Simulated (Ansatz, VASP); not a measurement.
# One calculation of YbH3, two programs

File INCAR:

```
SYSTEM = YbH3
PREC = Accurate
ENCUT = 520
EDIFF = 1E-6
ISMEAR = -1
SIGMA = 0.05
LREAL = .False.
LASPH = .True.
NELM = 150
ALGO = Normal
ISIF = 2
LWAVE = .False.
LCHARG = .False.
ISPIN = 2
MAGMOM = 0 0 0 0
LORBIT = 11
NUPDOWN = 0.0
LMAXMIX = 6
GGA = PE
NBANDS = 26
```

KPOINTS

```
Automatic mesh
0
Gamma
  7 7 7
  0 0 0
```

POSCAR

```
YbH3
1.0
    0.0000000000      2.6049710000      2.6049710000
    2.6049710000      0.0000000000      2.6049710000
    2.6049710000      2.6049710000      0.0000000000
Yb H
1 3
Direct
    0.0000000000      0.0000000000      0.0000000000
    0.5000000000      0.5000000000      0.5000000000
    0.2500000000      0.2500000000      0.2500000000
    0.7500000000      0.7500000000      0.7500000000
```

Contents of input.yaml:

```yaml
crystal:
  lattice:
    - [0.0, 2.604971, 2.604971]
    - [2.604971, 0.0, 2.604971]
    - [2.604971, 2.604971, 0.0]
  atoms:
    - { symbol: Yb, position: [0.0, 0.0, 0.0] }
    - { symbol: H, position: [0.5, 0.5, 0.5] }
    - { symbol: H, position: [0.25, 0.25, 0.25] }
    - { symbol: H, position: [0.75, 0.75, 0.75] }
hamiltonian:
  xc: pbe
  pseudopotentials: { kind: paw }
magnetization:
  spin_polarized: true
  initial_magnetization: 0.0
  spin_locking: { lock_magnetization: hard }
kpoints:
  mp_grid: { grid: [7, 7, 7] }
scf:
  occupations: { method: fermi_dirac, width: 0.05 }
  lower_state_search: "off"
output:
  forces: true
  stress: true
  eigenvalues: true
```

Alike in both runs: task single point; functional PBE; k mesh 7 × 7 × 7; occupations fermi-dirac, width 0.05 eV; collinear spin; fixed moment 0 μB.

```csv
,VASP,Ansatz
version,VASP 6.6.1,Ansatz 0.2.0
potentials or method,"VASP PAW PBE potentials, release 64 (Yb, H)",Ansatz PAW
plane-wave cutoff (eV),520,420
valence electrons in the cell,27,27
```

|  | VASP | Ansatz | Ansatz less VASP |
| --- | --- | --- | --- |
| pressure (GPa) | -5.8 | -5.4 | +0.43 |
| net moment per atom (μB) | 0.00 | 0.00 | 0.000 |

With one functional, cell and mesh, what is left measures potentials, basis and numerics.

Neither program's run includes spin-orbit coupling.
